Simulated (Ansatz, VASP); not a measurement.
**Li in VASP and in Ansatz**

INCAR

```
SYSTEM = Li
PREC = Accurate
ENCUT = 520
EDIFF = 1E-6
ISMEAR = 0
SIGMA = 0.15
LREAL = .False.
LASPH = .True.
NELM = 60
ALGO = Fast
ISIF = 2
LWAVE = .False.
LCHARG = .False.
GGA = PE
IVDW = 12
NBANDS = 10
```

KPOINTS

```
Automatic mesh
0
Gamma
  16 16 12
  0 0 0
```

File POSCAR:

```
Li
1.0
    0.0000000000     -2.0886081792     -2.0886081792
    0.0000000000      2.0886081792     -2.0886081792
    4.1772163584      0.0000000000      0.0000000000
Li
2
Direct
    0.5203484792      0.4796515208      0.5000000000
   -0.0203484792      0.0203484792      0.0000000000
```

Input for Ansatz:

```yaml
crystal:
  lattice:
    - [0.0, -2.0886081792, -2.0886081792]
    - [0.0, 2.0886081792, -2.0886081792]
    - [4.1772163584, 0.0, 0.0]
  atoms:
    - { symbol: Li, position: [0.5203484792, 0.4796515208, 0.5] }
    - { symbol: Li, position: [-0.0203484792, 0.0203484792, 0.0] }
basis:
  ecutwfc: 520.0
kpoints:
  mp_grid: { grid: [16, 16, 12] }
hamiltonian:
  xc: pbe
  dispersion: d3bj
scf:
  occupations: { method: gaussian, width: 0.15 }
output:
  forces: true
  stress: true
  eigenvalues: true
```

Change from the starting cell: mode 4 frozen in at -0.085 Å and mode 5 at -0.000 Å (largest displacements).

Alike in both runs: task single point; functional PBE; dispersion D3(BJ); k mesh 16 × 16 × 12; occupations gaussian, width 0.15 eV; no spin polarisation.

```csv
,VASP,Ansatz
version,VASP 6.6.1,Ansatz 0.2.0
potentials or method,"VASP PAW PBE potentials, release 64 (Li_sv), cutoff 520 eV","scalar-relativistic, plane waves, PAW"
valence electrons in the cell,6,6
```

|  | VASP | Ansatz | Ansatz less VASP |
| --- | --- | --- | --- |
| gap on the k mesh at the Fermi level (eV) | none | none | - |
| rms of the force components (eV/Å) | 0.081 | 0.081 | +0.0003 |

Atom by atom the forces differ by 0.000 eV/Å (rms over components). A gap of «none» marks a metal or a gap that the smearing closes.

Noted on VASP's run: the cutoff is short for stress, so the pressure is rough.
